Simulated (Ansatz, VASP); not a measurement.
**Two plane-wave programs on Sb**

Contents of INCAR:

```
ALGO     = Normal         # electronic algorithm
EDIFF    = 1E-7           # SCF threshold, eV
ENCUT    = 520            # plane-wave cutoff, eV
GGA      = RP             # functional
ISIF     = 2              # what is computed and relaxed
ISMEAR   = -1             # smearing method
LASPH    = T              # aspherical terms in the spheres
LCHARG   = F              # write CHGCAR
LREAL    = F              # projectors in reciprocal space
LWAVE    = F              # write WAVECAR
NBANDS   = 8              # bands
NELM     = 100            # most SCF steps
PREC     = Accurate       # precision mode
SIGMA    = 0.1            # smearing width, eV
```

KPOINTS

```
k-points
0
Gamma
  13 13 13
```

POSCAR

```
Sb
1.0
   -1.8576320389      1.8576320389      1.8576320389
    1.8576320389     -1.8576320389      1.8576320389
    1.8576320389      1.8576320389     -1.8576320389
Sb
1
Direct
    0.0000000000      0.0000000000      0.0000000000
```

Input for Ansatz:

```yaml
crystal:
  lattice:
    - [-1.8576320389, 1.8576320389, 1.8576320389]
    - [1.8576320389, -1.8576320389, 1.8576320389]
    - [1.8576320389, 1.8576320389, -1.8576320389]
  atoms:
    - { symbol: Sb, position: [0.0, 0.0, 0.0] }
hamiltonian:
  xc: rpbe
  pseudopotentials:
    kind: paw
    azcp:
      Sb: "pseudopotentials/Sb.paw.azcp"
basis:
  ecutwfc: 420
  fft_grid_basis: typed
kpoints:
  mp_grid: { grid: [13, 13, 13], shift: [0, 0, 0] }
magnetization:
  spin_polarized: false
scf:
  occupations: { method: fermi_dirac, width: 0.1 }
  lower_state_search: "off"
output:
  stress: true
  write_density: true
  write_potential: true
  elf: true
  volumetric_format: npy
```

Alike in both runs: task single point; functional RPBE; k mesh 13 × 13 × 13; occupations fermi-dirac, width 0.1 eV; no spin polarisation.

```csv
,VASP,Ansatz
version,VASP 6.6.1,Ansatz 0.2.0
potentials or method,"VASP PAW PBE potentials, release 64 (Sb), cutoff 520 eV","plane waves (420 eV) with PAW, scalar-relativistic"
valence electrons in the cell,5,15
```

|  | VASP | Ansatz | Ansatz less VASP |
| --- | --- | --- | --- |
| pressure (GPa) | 5.2 | 5.4 | +0.22 |

VASP's potentials were made for PBE, not for RPBE. The functional is the same, so the differences come from potentials, cutoffs and numerics. VASP's potentials hold 5 valence electrons a cell and Ansatz's 15, so a difference there can come from the potentials and not from the codes.

Spin-orbit coupling is off throughout.
